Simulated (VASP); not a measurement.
# Ba (C2/c) in VASP: single point with RPBE

Aim: the single point of Ba with RPBE.

Everything below comes from runs of VASP 6.6.1. Logs are shortened: lines on timing, memory, paths and dates and some standing lists are left out, and cuts for length are marked.

### Step 1. The cell of the first run

The typed cell holds 2 atoms: a = 5.972 Å, b = 5.972 Å, c = 5.974 Å, α = 97.33°, β = 97.33°, γ = 138.15°.

### Step 2. Single point, RPBE

INCAR reads:

```
  PREC = Accurate
  ENCUT = 520
  EDIFF = 1E-6
  ISMEAR = -1
  SIGMA = 0.1
  LREAL = False
  LASPH = True
  NELM = 80
  ALGO = Normal
  ISIF = 2
  LWAVE = False
  LCHARG = True
  GGA = RP
  LELF = True
  LVHAR = True
  NBANDS = 17
  ISYM = 0
```

KPOINTS reads:

```
Automatic mesh
0
Gamma
  8 8 6
```

POSCAR reads:

```
Ba
1.0
   -3.9449173292      3.9441919769      2.1329124101
    3.9441919769     -3.9449173292      2.1329124101
    3.9454742792      3.9454742792     -2.1342408942
Ba
2
Direct
    0.9999833809      0.0000166191      1.0000000000
    0.7500166191      0.2499833809      0.5000000000
```

Potentials or basis: VASP PAW PBE potentials, release 64 (Ba_sv).

On the command line:

```console
$ cat potpaw_PBE.64/Ba_sv/POTCAR > POTCAR
$ mpirun -np 1 vasp_std > vasp.out
```

OUTCAR:

```text
PREC = Accurate
   ENCUT = 520
   EDIFF = 1E-6
   ISMEAR = -1
   LREAL = False
   LASPH = True
   NELM = 80
   ISIF = 2
   GGA = RP
   ISYM = 0

 ion  position               nearest neighbor table
   1  1.000  0.000  0.000-   2 4.09   2 4.09   2 4.09   2 4.09
   2  0.750  0.250  0.500-   1 4.09   1 4.09   1 4.09   1 4.09

IMPORTANT INFORMATION: All symmetrisations will be switched off!
NOSYMM: (Re-)initialisation of all symmetry stuff for point group C_1.

----------------------------------------------------------------------------------------

                                     Primitive cell

  volume of cell :     132.7670

  direct lattice vectors                    reciprocal lattice vectors
    -3.944917329  3.944191977  2.132912410     0.000030526  0.126787548  0.234442817
     3.944191977 -3.944917329  2.132912410     0.126787548  0.000030526  0.234442817
     3.945474279  3.945474279 -2.134240894     0.126739134  0.126739134  0.000043101

  length of vectors
     5.972297584  5.972297584  5.973986840     0.266530519  0.266530519  0.179236208

  position of ions in fractional coordinates (direct lattice)
     0.999983381  0.000016619  1.000000000
     0.750016619  0.249983381  0.500000000

  ion indices of the primitive-cell ions
   primitive index   ion index
                 1           1
                 2           2

----------------------------------------------------------------------------------------

 KPOINTS: Automatic mesh

Automatic generation of k-mesh.
 Grid dimensions read from file:
 generate k-points for:    8    8    6

 Generating k-lattice:

  Cartesian coordinates                     Fractional coordinates (reciprocal lattice)
     0.000003816  0.015848443  0.029305352     0.125000000  0.000000000  0.000000000
     0.015848443  0.000003816  0.029305352     0.000000000  0.125000000  0.000000000
     0.021123189  0.021123189  0.000007183     0.000000000  0.000000000  0.166666667

  Length of vectors
     0.033316315  0.033316315  0.029872701

  Shift w.r.t. Gamma in fractional coordinates (k-lattice)
     0.000000000  0.000000000  0.000000000

 Subroutine IBZKPT returns following result:
 ===========================================

 Found    196 irreducible k-points:

 Following reciprocal coordinates:
            Coordinates               Weight
  0.000000  0.000000  0.000000      1.000000
  0.125000  0.000000  0.000000      2.000000
 -0.000000 -0.125000  0.000000      2.000000
  0.250000  0.000000  0.000000      2.000000
 -0.000000 -0.250000  0.000000      2.000000
  0.375000  0.000000 -0.000000      2.000000
[... 16 lines left out ...]
  0.375000  0.250000 -0.000000      2.000000
 -0.250000 -0.375000  0.000000      2.000000
 [... further k-points ...]
   k-points           NKPTS =    196   k-points in BZ     NKDIM =    196   number of bands    NBANDS=     17
   number of dos      NEDOS =    301   number of ions     NIONS =      2
   total plane-waves  NPLWV = 110592
   dimension x,y,z NGX =    48 NGY =   48 NGZ =   48
   dimension x,y,z NGXF=    96 NGYF=   96 NGZF=   96
   ions per type =               2
   NGX,Y,Z   is equivalent  to a cutoff of  13.36, 13.36, 13.36 a.u.
   NGXF,Y,Z  is equivalent  to a cutoff of  26.72, 26.72, 26.72 a.u.
 SYSTEM =  unknown system
   PREC   = accura    normal or accurate (medium, high low for compatibility)
   ISTART =      0    job   : 0-new  1-cont  2-samecut
   ICHARG =      2    charge: 1-file 2-atom 10-const
   ISPIN  =      1    spin polarized calculation?
   LNONCOLLINEAR =      F non collinear calculations
   LSORBIT =      F    spin-orbit coupling
   LASPH  =      T    aspherical Exc in radial PAW
   ENCUT  =  520.0 eV  38.22 Ry    6.18 a.u.  11.10 11.10 11.11*2*pi/ulx,y,z
   NELM   =     80;   NELMIN=  2; NELMDL= -5     # of ELM steps
   EDIFF  = 0.1E-05   stopping-criterion for ELM
   LREAL  =      F    real-space projection
   EDIFFG = 0.1E-04   stopping-criterion for IOM
   NSW    =      0    number of steps for IOM
   IBRION =     -1    ionic relax: 0-MD 1-quasi-New 2-CG
   NFREE  =      0    steps in history (QN), initial steepest desc. (CG)
   ISIF   =      2    stress and relaxation
   ISYM   =      0    0-nonsym 1-usesym 2-fastsym
   POTIM  = 0.5000    time-step for ionic-motion
   TEBEG  =    0.0;   TEEND  =   0.0 temperature during run
   PSTRESS=    0.0 pullay stress
   NELECT =      20.0000    total number of electrons
   NUPDOWN=      -1.0000    fix difference up-down
   EMIN   =  10.00;   EMAX   =-10.00  energy-range for DOS
   EFERMI =   0.00;   METHOD = LEGACY
   ISMEAR =    -1;   SIGMA  =   0.10  broadening in eV -4-tet -1-fermi 0-gaus
   EFERMI_NEDOS =   21; number of points for ismear=-14 and -15
   IALGO  =     38    algorithm
   IMIX   =      4    mixing-type and parameters
     AMIX     =   0.40;   BMIX     =  1.00
     AMIX_MAG =   1.60;   BMIX_MAG =  1.00
  volume/ion in A,a.u.               =      66.38       447.98
  Fermi-wavevector in a.u.,A,eV,Ry     =   0.871073  1.646090 10.323677  0.758769
  Thomas-Fermi vector in A             =   1.990129
   LORBIT       =      0    0 simple, 1 ext, 2 COOP (PROOUT), +10 PAW based schemes
   GGA     = RP    functional components
   LHFCALC =     F    Hartree Fock is set to
   AEXX    =    0.0000 exact exchange contribution
   IVDW    =     0    specifies the selected vdW correction
   LEPSILON=     F    determine dielectric tensor
   LRPA    =     F    only Hartree local field effects (RPA)
 non-spin polarized calculation
  energy-cutoff  :      520.00
  volume of cell :      132.77
 maximum number of plane-waves:      3592
 NGX is ok and might be reduce to    48
   NGX = 23   NGY = 23   NGZ = 23

 number of electron      20.0000000 magnetization

 Free energy of the ion-electron system (eV)
  ---------------------------------------------------
  ext. energy  EPLUGINS =         0.00000000
  ---------------------------------------------------
  free energy    TOTEN  =        -3.03622806 eV

  energy without entropy =       -2.94684054  energy(sigma->0) =       -2.99153430

 E-fermi :   1.5230     XC(G=0):  -7.1197

 val. band max:        1.5221478816   @ k =  -0.1250  -0.2500   0.1667
 cond. band min:       1.5566582426   @ k =  -0.3750  -0.3750   0.3333
 fundamental gap:      0.0345103610
 Fermi energy:         1.5230001807

 k-point     1 :       0.0000    0.0000    0.0000
  band No.  band energies     occupation
      1     -27.6383      2.00000
      2     -27.5577      2.00000
      3     -13.0030      2.00000
      4     -13.0028      2.00000
      5     -12.6042      2.00000
      6     -12.5982      2.00000
[... 9 lines left out ...]
     16       4.4791      0.00000
     17       4.4791      0.00000

 k-point     2 :       0.1250    0.0000    0.0000
  band No.  band energies     occupation
      1     -27.6324      2.00000
      2     -27.5570      2.00000
      3     -12.9979      2.00000
      4     -12.9796      2.00000
      5     -12.6623      2.00000
      6     -12.6535      2.00000
[... 9 lines left out ...]
     16       4.4759      0.00000
     17       4.6406      0.00000

 k-point     3 :      -0.0000   -0.1250    0.0000
  band No.  band energies     occupation
      1     -27.6324      2.00000
      2     -27.5570      2.00000
      3     -12.9979      2.00000
      4     -12.9796      2.00000
      5     -12.6623      2.00000
      6     -12.6535      2.00000
[... 9 lines left out ...]
     16       4.4759      0.00000
     17       4.6406      0.00000

 k-point     4 :       0.2500    0.0000    0.0000
  band No.  band energies     occupation
      1     -27.6174      2.00000
      2     -27.5557      2.00000
      3     -12.9856      2.00000
      4     -12.9312      2.00000
      5     -12.7971      2.00000
      6     -12.7637      2.00000
[... 9 lines left out ...]
     16       3.8429      0.00000
     17       4.1163      0.00000

 k-point     5 :      -0.0000   -0.2500    0.0000
  band No.  band energies     occupation
      1     -27.6174      2.00000
      2     -27.5557      2.00000
      3     -12.9856      2.00000
      4     -12.9312      2.00000
      5     -12.7971      2.00000
      6     -12.7637      2.00000
[... 9 lines left out ...]
     16       3.8429      0.00000
     17       4.1163      0.00000

 k-point     6 :       0.3750    0.0000   -0.0000
  band No.  band energies     occupation
      1     -27.6007      2.00000
      2     -27.5560      2.00000
      3     -12.9730      2.00000
      4     -12.9629      2.00000
      5     -12.9130      2.00000
      6     -12.7886      2.00000
[... 9 lines left out ...]
     16       4.2547      0.00000
     17       4.7521      0.00000

 k-point     7 :      -0.0000   -0.3750    0.0000
  band No.  band energies     occupation
      1     -27.6007      2.00000
      2     -27.5560      2.00000
      3     -12.9730      2.00000
      4     -12.9629      2.00000
      5     -12.9130      2.00000
      6     -12.7886      2.00000
[... 9 lines left out ...]
     16       4.2547      0.00000
     17       4.7553      0.00000

 k-point     8 :       0.5000    0.0000    0.0000
  band No.  band energies     occupation
      1     -27.5929      2.00000
      2     -27.5570      2.00000
      3     -13.0081      2.00000
      4     -12.9677      2.00000
      5     -12.9571      2.00000
      6     -12.7492      2.00000
[... 9 lines left out ...]
     16       4.3455      0.00000
     17       4.5926      0.00000
[... 203 lines left out ...]
      1     -27.6266      2.00000
      2     -27.5627      2.00000
      3     -12.9902      2.00000
      4     -12.9378      2.00000
      5     -12.6953      2.00000
      6     -12.6508      2.00000
[... 9 lines left out ...]
     16       4.1402      0.00000
     17       4.4319      0.00000

 k-point    20 :      -0.1250    0.2500    0.0000
  band No.  band energies     occupation
      1     -27.6266      2.00000
      2     -27.5627      2.00000
      3     -12.9902      2.00000
      4     -12.9378      2.00000
      5     -12.6953      2.00000
      6     -12.6508      2.00000
[... 9 lines left out ...]
     16       4.1402      0.00000
     17       4.4319      0.00000

 k-point    21 :      -0.1250    0.1250    0.0000
  band No.  band energies     occupation
      1     -27.6352      2.00000
      2     -27.5608      2.00000
      3     -12.9897      2.00000
      4     -12.9894      2.00000
      5     -12.6277      2.00000
      6     -12.5965      2.00000
[... 9 lines left out ...]
     16       4.5703      0.00000
     17       4.5929      0.00000

 k-point    22 :       0.2500    0.2500   -0.0000
  band No.  band energies     occupation
      1     -27.5929      2.00000
      2     -27.5570      2.00000
      3     -13.0285      2.00000
      4     -12.9584      2.00000
      5     -12.8974      2.00000
      6     -12.8544      2.00000
[... 9 lines left out ...]
     16       4.3216      0.00000
     17       4.8064      0.00000

 k-point    23 :       0.3750    0.2500   -0.0000
  band No.  band energies     occupation
      1     -27.5898      2.00000
      2     -27.5668      2.00000
      3     -13.0017      2.00000
      4     -12.9261      2.00000
      5     -12.8924      2.00000
      6     -12.8015      2.00000
[... 9 lines left out ...]
     16       4.0835      0.00000
     17       4.3574      0.00000

 k-point    24 :      -0.2500   -0.3750    0.0000
  band No.  band energies     occupation
      1     -27.5898      2.00000
      2     -27.5668      2.00000
      3     -13.0017      2.00000
      4     -12.9261      2.00000
      5     -12.8924      2.00000
      6     -12.8015      2.00000
[... 9 lines left out ...]
     16       4.0835      0.00000
     17       4.3573      0.00000

 [... further k-points ...]
[... 5 lines left out ...]
  --------------------------------------------------------------------------------------
  -------------------------------------------------------------------------------------
  Total        0.0565140      0.0565127      0.0463524      0.0006571     -0.0016312     -0.0016297
  in kB        0.6819873      0.6819712      0.5593612      0.0079294     -0.0196850     -0.0196668
  external PRESSURE =       0.6411066 kB  Pullay stress =       0.0000000 kB

 VOLUME and BASIS-vectors are now :
 -----------------------------------------------------------------------------
  energy-cutoff  :      520.00
  volume of cell :      132.77
      direct lattice vectors                 reciprocal lattice vectors
    -3.944917329  3.944191977  2.132912410     0.000030526  0.126787548  0.234442817
     3.944191977 -3.944917329  2.132912410     0.126787548  0.000030526  0.234442817
     3.945474279  3.945474279 -2.134240894     0.126739134  0.126739134  0.000043101

 POSITION                                       TOTAL-FORCE (eV/Angst)
 -----------------------------------------------------------------------------------
     -3.94479      3.94406      2.13291        -0.000286      0.000288      0.000001
     -0.00003      3.94478      1.06579         0.000286     -0.000288     -0.000001
 -----------------------------------------------------------------------------------
    total drift:                                0.000001     -0.000001      0.000000

  FREE ENERGIE OF THE ION-ELECTRON SYSTEM (eV)
  ---------------------------------------------------
  free  energy   TOTEN  =        -3.0362280631 eV

  energy  without entropy=       -2.9468405369  energy(sigma->0) =       -2.99153430
```

Run time: 14 min. Hardware: 1 thread of Oxide Virtual Turin-like, shared host; peak memory 0.53 GiB.

Results:

- Free energy: -3.0362 eV
- Pressure: 0.1 GPa
- Band gap on the k mesh: zero (band 10 reaches 1.57 eV, above the bottom of band 11 at 1.46 eV)

Caveat: the PAW data sets were made with another functional, which shifts forces and pressure a little; spin-orbit coupling is left out, which moves the levels of the heavy elements.
